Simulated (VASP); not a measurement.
A run of VASP 6.6.1 is set up as follows.

File POSCAR:

```
C
1.0
    0.0000000000      1.7801417077      1.7801417077
    1.7801417077      0.0000000000      1.7801417077
    1.7801417077      1.7801417077      0.0000000000
C
2
Direct
    0.5000000000      0.5000000000      0.5000000000
    0.7500000000      0.7500000000      0.7500000000
```

The input INCAR.step1:

```
SYSTEM = C
  PREC = Accurate
  ENCUT = 520
  ISMEAR = 0
  SIGMA = 0.05
  LREAL = .FALSE.
  LASPH = .TRUE.
  NELM = 100
  NBANDS = 11
  GGA = PE
  ALGO = Normal
  EDIFF = 1E-4
  LWAVE = .TRUE.
  LCHARG = .FALSE.
```

The input INCAR.step2:

```
SYSTEM = C
  PREC = Accurate
  ENCUT = 520
  EDIFF = 1E-6
  ISMEAR = 0
  SIGMA = 0.05
  LREAL = .FALSE.
  LASPH = .TRUE.
  NELM = 100
  ALGO = Normal
  ISIF = 2
  LWAVE = .FALSE.
  LCHARG = .FALSE.
  METAGGA = R2SCAN
  LMIXTAU = .TRUE.
  NBANDS = 11
  ISTART = 1
```

KPOINTS

```
regular mesh
0
G
  12 12 12
  0 0 0
```

Potentials or basis: VASP PAW PBE potentials, release 64 (C).

Launch:

```bash
$ cat potpaw_PBE.64/C/POTCAR > POTCAR
$ cp INCAR.step1 INCAR
$ mpirun -np 1 vasp_std > vasp.out
$ cp INCAR.step2 INCAR
$ mpirun -np 1 vasp_std > vasp.out
```

(1) Estimate the pressure.

(2) Estimate the band gap on the k mesh.

## Answers

(1) 1.1 GPa.

(2) 4.36 eV, indirect (least direct gap 5.85 eV).

Caveat: the PAW data sets were made with another functional, which shifts forces and pressure a little.
